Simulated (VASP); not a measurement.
Wanted: the native input for a VASP 6.6.1 run.

| Item | Value |
| --- | --- |
| Task | single point |
| Functional | PBEsol |
| Potentials or basis | VASP PAW PBE potentials, release 64 (Al, Pt) |
| Cutoff | 520 eV |
| k mesh | 8 × 8 × 8 |
| Occupations | gaussian, width 0.1 eV |
| Spin | no spin polarisation |
| Dipole correction | no |
| Further INCAR settings | ALGO = Fast; EDIFF = 1e-06; NBANDS = 36 |

The structure of AlPt lies in POSCAR:

```
AlPt
1.0
    4.7691192883      0.0000000000      0.0000000000
    0.0000000000      4.7691192883      0.0000000000
    0.0000000000      0.0000000000      4.7691192883
Al Pt
4 4
Direct
    0.8447158957      0.8447158957      0.8447158957
    0.6552841043      0.1552841043      0.3447158957
    0.3447158957      0.6552841043      0.1552841043
    0.1552841043      0.3447158957      0.6552841043
    0.1540560738      0.1540560738      0.1540560738
    0.3459439262      0.8459439262      0.6540560738
    0.6540560738      0.3459439262      0.8459439262
    0.8459439262      0.6540560738      0.3459439262
```

This cell differs from its parent crystal: volume scaled by 0.94, then relaxed in part.

The input as run:

INCAR

```
SYSTEM = AlPt
PREC = Accurate ; ENCUT = 520
EDIFF = 1E-6 ; ISMEAR = 0
SIGMA = 0.1 ; LREAL = .False.
LASPH = .True. ; NELM = 80
ALGO = Fast ; ISIF = 2
LWAVE = .False. ; LCHARG = .False.
GGA = PS ; NBANDS = 36
```

KPOINTS

```
Automatic mesh
0
Gamma
  8 8 8
  0 0 0
```

Potentials or basis: VASP PAW PBE potentials, release 64 (Al, Pt).

The run is started by

```bash
$ cat potpaw_PBE.64/Al/POTCAR potpaw_PBE.64/Pt/POTCAR > POTCAR
$ mpirun -np 1 vasp_std > vasp.out
```

It gave:

```json
{
  "Pressure": "14.4 GPa",
  "Largest force": "0.013 eV/Å",
  "Band gap on the k mesh": "zero (band 26 reaches 11.80 eV, above the bottom of band 27 at 10.65 eV)"
}
```

Caveat: the PAW data sets were made with another functional, which shifts forces and pressure a little; spin-orbit coupling is left out, which moves the levels of the heavy elements.

Wall time 120 s on 1 thread of Intel(R) Xeon(R) 6975P-C (Granite Rapids), on a shared host, peak memory 0.29 GiB.
